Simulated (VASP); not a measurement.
# C (P-1) in VASP: further runs

Runs on C. Level: r2SCAN. Tasks: single point.

Everything below comes from runs of VASP 6.6.1. Logs are shortened: lines on timing, memory, paths and dates and some standing lists are left out, and cuts for length are marked.

### 1 The cell of the first run

The typed cell holds 2 atoms: a = 3.635 Å, b = 3.635 Å, c = 3.635 Å, α = 39.49°, β = 39.49°, γ = 39.49°.

### 2 Single point, r2SCAN (atom 1 (C) moved by (-0.100, +0.200) A along x and y)

POSCAR reads:

```
C
1.0
    1.2280263465      0.7090013417      3.3470108394
   -1.2280263465      0.7090013417      3.3470108394
    0.0000000000     -1.4180026834      3.3470108394
C
2
Direct
    0.1702987467      0.2517302244      0.0699710289
    0.8360000000      0.8360000000      0.8360000000
```

INCAR.step1 reads:

```
SYSTEM = C
  PREC = Accurate
  ENCUT = 520
  ISMEAR = 0
  SIGMA = 0.05
  LREAL = .FALSE.
  LASPH = .TRUE.
  NELM = 80
  NBANDS = 11
  GGA = PE
  ALGO = Normal
  EDIFF = 1E-4
  LWAVE = .TRUE.
  LCHARG = .FALSE.
```

INCAR.step2 reads:

```
SYSTEM = C
  PREC = Accurate
  ENCUT = 520
  EDIFF = 1E-6
  ISMEAR = 0
  SIGMA = 0.05
  LREAL = .FALSE.
  LASPH = .TRUE.
  NELM = 80
  ALGO = Normal
  ISIF = 2
  LWAVE = .FALSE.
  LCHARG = .FALSE.
  METAGGA = R2SCAN
  LMIXTAU = .TRUE.
  NBANDS = 11
  ISTART = 1
```

KPOINTS reads:

```
regular mesh
0
G
  12 12 12
  0 0 0
```

Potentials or basis: VASP PAW PBE potentials, release 64 (C).

The run is started by

```
$ cat potpaw_PBE.64/C/POTCAR > POTCAR
$ cp INCAR.step1 INCAR
$ mpirun -np 1 vasp_std > vasp.out
$ cp INCAR.step2 INCAR
$ mpirun -np 1 vasp_std > vasp.out
```

OUTCAR:

```text
SYSTEM = C
   PREC = Accurate
   ENCUT = 520
   EDIFF = 1E-6
   ISMEAR = 0
   LREAL = .FALSE.
   LASPH = .TRUE.
   NELM = 80
   ISIF = 2
   METAGGA = R2SCAN
   ISTART = 1

 ion  position               nearest neighbor table
   1  0.170  0.252  0.070-   2 1.24   2 1.42   2 1.62
   2  0.836  0.836  0.836-   1 1.24   1 1.42   1 1.62

  LATTYP: Found a trigonal (rhomboedric) cell.
 ALAT       =     3.6349983727
 COS(alpha) =     0.7717362630

  Lattice vectors:

 A1 = (   1.2280263465,   0.7090013417,   3.3470108394)
 A2 = (  -1.2280263465,   0.7090013417,   3.3470108394)
 A3 = (   0.0000000000,  -1.4180026834,   3.3470108394)

Analysis of symmetry for initial positions (statically):
=====================================================================
 Subroutine PRICEL returns:
 Original cell was already a primitive cell.

 Routine SETGRP: Setting up the symmetry group for a
 trigonal (rhombohedral) supercell.

 Subroutine GETGRP returns: Found  2 space group operations
 (whereof  1 operations were pure point group operations)
 out of a pool of 12 trial point group operations.

The static configuration has the point symmetry C_1 .
 The point group associated with its full space group is S_2 .

Analysis of symmetry for dynamics (positions and initial velocities):
=====================================================================
 Subroutine PRICEL returns:
 Original cell was already a primitive cell.

 Routine SETGRP: Setting up the symmetry group for a
 trigonal (rhombohedral) supercell.

 Subroutine GETGRP returns: Found  2 space group operations
 (whereof  1 operations were pure point group operations)
 out of a pool of 12 trial point group operations.

The dynamic configuration has the point symmetry C_1 .
 The point group associated with its full space group is S_2 .

 Subroutine INISYM returns: Found  2 space group operations
 (whereof  1 operations are pure point group operations),
 and found     1 'primitive' translations

----------------------------------------------------------------------------------------

                                     Primitive cell

  volume of cell :      17.4849

  direct lattice vectors                    reciprocal lattice vectors
     1.228026347  0.709001342  3.347010839     0.407157388  0.235072428  0.099591352
    -1.228026347  0.709001342  3.347010839    -0.407157388  0.235072428  0.099591352
     0.000000000 -1.418002683  3.347010839     0.000000000 -0.470144855  0.099591352

  length of vectors
[... 91 lines left out ...]
   TEBEG  =    0.0;   TEEND  =   0.0 temperature during run
   PSTRESS=    0.0 pullay stress
   NELECT =       8.0000    total number of electrons
   NUPDOWN=      -1.0000    fix difference up-down
   EMIN   =  10.00;   EMAX   =-10.00  energy-range for DOS
   EFERMI =   0.00;   METHOD = LEGACY
   ISMEAR =     0;   SIGMA  =   0.05  broadening in eV -4-tet -1-fermi 0-gaus
   EFERMI_NEDOS =   21; number of points for ismear=-14 and -15
   IALGO  =     38    algorithm
   IMIX   =      4    mixing-type and parameters
     AMIX     =   0.40;   BMIX     =  1.00
     AMIX_MAG =   1.60;   BMIX_MAG =  1.00
  volume/ion in A,a.u.               =       8.74        59.00
  Fermi-wavevector in a.u.,A,eV,Ry     =   1.261490  2.383870 21.651724  1.591357
  Thomas-Fermi vector in A             =   2.394946
   LORBIT       =      0    0 simple, 1 ext, 2 COOP (PROOUT), +10 PAW based schemes
   METAGGA = R2SCAN    functional components
   LHFCALC =     F    Hartree Fock is set to
   AEXX    =    0.0000 exact exchange contribution
   IVDW    =     0    specifies the selected vdW correction
   LEPSILON=     F    determine dielectric tensor
   LRPA    =     F    only Hartree local field effects (RPA)
 non-spin polarized calculation
 Gauss-broadening in eV      SIGMA  =   0.05
  energy-cutoff  :      520.00
  volume of cell :       17.48
 maximum number of plane-waves:       483
   NGX = 13   NGY = 13   NGZ = 13

 number of electron       8.0000000 magnetization

 Free energy of the ion-electron system (eV)
  ---------------------------------------------------
  ext. energy  EPLUGINS =         0.00000000
  ---------------------------------------------------
  free energy    TOTEN  =       -18.52149030 eV

  energy without entropy =      -18.52101123  energy(sigma->0) =      -18.52125077

 E-fermi :   4.6187     XC(G=0): -11.1276

 val. band max:        4.6169229037   @ k =   0.4167   0.5000   0.5000
 cond. band min:       4.6187539665   @ k =   0.4167   0.3333   0.3333
 fundamental gap:      0.0018310628
 Fermi energy:         4.6187388427

 k-point     1 :       0.0000    0.0000    0.0000
  band No.  band energies     occupation
      1     -16.3752      2.00000
      2      -2.4934      2.00000
      3      -1.7152      2.00000
      4       5.3884      0.00000
      5       9.0888      0.00000
      6       9.1531      0.00000
      7      16.6744      0.00000
      8      17.4753      0.00000
      9      19.3857      0.00000
     10      28.2999      0.00000
     11      30.4048      0.00000
[... 309 lines left out ...]
 k-point    24 :      -0.1667    0.0000   -0.0833
  band No.  band energies     occupation
      1     -15.8572      2.00000
      2      -2.9508      2.00000
      3      -1.9998      2.00000
      4       3.5112      2.00000
      5      10.0561      0.00000
      6      10.5445      0.00000
      7      15.1657      0.00000
      8      17.7079      0.00000
      9      20.0278      0.00000
     10      28.6950      0.00000
     11      30.2776      0.00000

 [... further k-points ...]

------------------------ aborting loop because EDIFF is reached ----------------------------------------

  FORCE on cell =-STRESS in cart. coord.  units (eV):
  Direction    XX          YY          ZZ          XY          YZ          ZX
  --------------------------------------------------------------------------------------
  -------------------------------------------------------------------------------------
  Total        6.1347463      1.2078858      0.0892724     -1.9574856      0.4648674     -0.4700090
  in kB      562.1394718    110.6810723      8.1802162   -179.3684488     42.5967637    -43.0678965
  external PRESSURE =     227.0002534 kB  Pullay stress =       0.0000000 kB

 VOLUME and BASIS-vectors are now :
 -----------------------------------------------------------------------------
  energy-cutoff  :      520.00
  volume of cell :       17.48
      direct lattice vectors                 reciprocal lattice vectors
     1.228026347  0.709001342  3.347010839     0.407157388  0.235072428  0.099591352
    -1.228026347  0.709001342  3.347010839    -0.407157388  0.235072428  0.099591352
     0.000000000 -1.418002683  3.347010839     0.000000000 -0.470144855  0.099591352

 POSITION                                       TOTAL-FORCE (eV/Angst)
 -----------------------------------------------------------------------------------
     -0.10000      0.20000      1.64673         8.019445     -8.373507      0.600133
      0.00000      0.00000      8.39430        -8.019445      8.373507     -0.600133
 -----------------------------------------------------------------------------------
    total drift:                               -0.000002      0.000000     -0.000000

  FREE ENERGIE OF THE ION-ELECTRON SYSTEM (eV)
  ---------------------------------------------------
  free  energy   TOTEN  =       -18.5214903035 eV

  energy  without entropy=      -18.5210112312  energy(sigma->0) =      -18.52125077
```

OSZICAR.step1:

```text
N       E                     dE             d eps       ncg     rms          rms(c)
DAV:   1     0.714979917919E+01    0.71498E+01   -0.45697E+03 19721   0.663E+02
DAV:   2    -0.180130699535E+02   -0.25163E+02   -0.24116E+02 24918   0.133E+02
DAV:   3    -0.186159953124E+02   -0.60293E+00   -0.60180E+00 23925   0.172E+01
DAV:   4    -0.186182787387E+02   -0.22834E-02   -0.22832E-02 22004   0.130E+00
DAV:   5    -0.186182889097E+02   -0.10171E-04   -0.10171E-04 24174   0.792E-02    0.715E+00
DAV:   6    -0.174264116878E+02    0.11919E+01   -0.11012E+00 21911   0.655E+00    0.404E+00
DAV:   7    -0.170824550072E+02    0.34396E+00   -0.10878E+00 22811   0.654E+00    0.126E+00
DAV:   8    -0.170866141535E+02   -0.41591E-02   -0.28825E-02 21223   0.116E+00    0.142E-01
DAV:   9    -0.170863238931E+02    0.29026E-03   -0.15615E-03 23121   0.272E-01    0.635E-02
DAV:  10    -0.170863884898E+02   -0.64597E-04   -0.10640E-04 21273   0.762E-02
   1 F= -.17086388E+02 E0= -.17086142E+02  d E =-.492041E-03
```

Run time: 6.8 min. Hardware: 1 thread of Intel Xeon 6975P-C (Granite Rapids), shared host; peak memory 0.25 GiB.

What came out:

```yaml
Free_energy: -18.5215 eV
Pressure: 22.7 GPa
Largest_force: 11.610 eV/Å
Band_gap_on_the_k_mesh: zero (bands 4 and 5 overlap by 1.40 eV)
```

Forces on the atoms (eV/Å):
```
C    8.019 -8.374  0.600
C   -8.019  8.374 -0.600
```

Levels at points of the mesh, in eV from the Fermi level:
| k point | band 1 | band 2 | band 3 | band 4 | band 5 | band 6 | band 7 | band 8 | band 9 |
| --- | --- | --- | --- | --- | --- | --- | --- | --- | --- |
| (0.00, 0.00, 0.00) | -20.99 | -7.11 | -6.33 | 0.77 | 4.47 | 4.53 | 12.06 | 12.86 | 14.77 |
| (0.50, 0.00, 0.00) | -15.90 | -14.06 | -5.69 | -2.30 | 2.14 | 5.74 | 12.92 | 12.92 | 19.48 |
| (0.00, 0.50, 0.00) | -15.76 | -14.62 | -5.43 | -0.51 | -0.16 | 7.88 | 12.06 | 13.11 | 20.29 |
| (0.00, 0.00, 0.50) | -16.12 | -12.55 | -8.18 | -3.49 | 4.49 | 7.07 | 12.85 | 13.46 | 17.91 |
| (0.50, 0.50, 0.00) | -16.01 | -12.45 | -8.21 | -4.22 | 3.86 | 6.69 | 13.23 | 16.25 | 18.20 |
| (0.50, 0.00, 0.50) | -15.68 | -14.51 | -5.49 | -1.52 | -0.62 | 7.52 | 14.04 | 15.53 | 20.23 |
| (0.00, 0.50, 0.50) | -15.80 | -13.97 | -5.72 | -3.11 | 1.59 | 5.47 | 13.83 | 15.99 | 19.92 |
| (0.50, 0.50, 0.50) | -20.70 | -9.10 | -6.34 | 0.77 | 4.44 | 10.99 | 11.96 | 12.90 | 14.61 |

Caveat: the cell differs from its parent crystal (atom 1 (C) moved by (-0.100, +0.200) A along x and y); the stress differs along the axes, from 1 to 56 GPa; the PAW data sets were made with another functional, which shifts forces and pressure a little.

### 3 Single point, r2SCAN (atom 1 (C) moved by (-0.100, -0.100) A along x and y)

Edit POSCAR of step 2 so:

```diff
@@ -8,3 +8,3 @@
 Direct
-    0.1702987467      0.2517302244      0.0699710289
+    0.0997770184      0.1812084961      0.2110144855
     0.8360000000      0.8360000000      0.8360000000
```

INCAR.step1 reads:

```
SYSTEM = C
PREC = Accurate
ENCUT = 520
ISMEAR = 0
SIGMA = 0.05
LREAL = .FALSE.
LASPH = .TRUE.
NELM = 60
NBANDS = 11
GGA = PE
ALGO = Normal
EDIFF = 1E-4
LWAVE = .TRUE.
LCHARG = .FALSE.
```

INCAR.step2 reads:

```
SYSTEM = C
PREC = Accurate
ENCUT = 520
EDIFF = 1E-6
ISMEAR = 0
SIGMA = 0.05
LREAL = .FALSE.
LASPH = .TRUE.
NELM = 60
ALGO = Normal
ISIF = 2
LWAVE = .FALSE.
LCHARG = .TRUE.
METAGGA = R2SCAN
LMIXTAU = .TRUE.
LELF = .TRUE.
LVHAR = .TRUE.
NBANDS = 11
ISTART = 1
```

KPOINTS reads:

```
Automatic mesh
0
G
  12 12 12
  0 0 0
```

Potentials or basis: VASP PAW PBE potentials, release 64 (C).

The run is started by

```
$ cat potpaw_PBE.64/C/POTCAR > POTCAR
$ cp INCAR.step1 INCAR
$ mpirun -np 1 vasp_std > vasp.out
$ cp INCAR.step2 INCAR
$ mpirun -np 1 vasp_std > vasp.out
```

Run time: 6.9 min. Hardware: 1 thread of Intel Xeon 6975P-C (Granite Rapids), shared host; peak memory 0.26 GiB.

Results (log left out):

| Property | Result |
| --- | --- |
| Free energy | -19.3355 eV |
| Pressure | 9.0 GPa |
| Largest force | 7.051 eV/Å |

Forces on the atoms (eV/Å):
```
C    4.219  5.593  0.802
C   -4.219 -5.593 -0.802
```

Stress tensor (GPa, compression positive):
```
 1.77 -9.02 -2.09
-9.02 24.28 -2.75
-2.09 -2.75  1.09
```

Caveat: the cell differs from its parent crystal (atom 1 (C) moved by (-0.100, -0.100) A along x and y); the stress differs along the axes, from 1 to 24 GPa; the PAW data sets were made with another functional, which shifts forces and pressure a little.

(Part 1 of 2 ends here.)
